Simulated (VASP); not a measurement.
Runs of VASP 6.6.1 on InSb. The structure is that of space group F-43m (No. 216), or close to it. The cells are those of the table. 

```tsv
cell	k mesh	gap on the mesh (eV)	pressure (GPa)
a = 4.581 Å, angles 60.0°, 2 atoms	4 × 4 × 4	none	3.7
a = 4.692 Å, angles 60.0°, 2 atoms	14 × 14 × 14	none	0.0
a = 4.784 Å, angles 60.0°, 2 atoms	14 × 14 × 14	none	(c)
a = 4.843 Å, angles 60.0°, 2 atoms	14 × 14 × 14	none	(b)
a = 4.596 Å, angles 60.0°, 2 atoms	14 × 14 × 14	none	2.6
a = 4.546 Å, angles 60.0°, 2 atoms	14 × 14 × 14	none	4.3
a = 4.644 Å, angles 60.0°, 2 atoms	14 × 14 × 14	none	1.2
a = 4.496 Å, angles 60.0°, 2 atoms	14 × 14 × 14	(a)	6.4
a = 4.738 Å, angles 60.0°, 2 atoms	14 × 14 × 14	none	-1.0
```

Alike in all rows: task single point; level PBE; potentials or basis VASP PAW PBE potentials, release 64 (In_d, Sb); no spin polarisation; cutoff (eV) 520; smearing gaussian 0.1 eV.

Fill in the values left out.

(a) 0.14; (b) -2.8; (c) -1.9.

Caveats: some runs use coarse meshes; spin-orbit coupling is left out, which moves the levels of the heavy elements.

A k mesh can miss the band edges, and the runs leave out spin-orbit coupling on In, Sb.

A gap of «none» marks levels without a gap at the run's occupations.
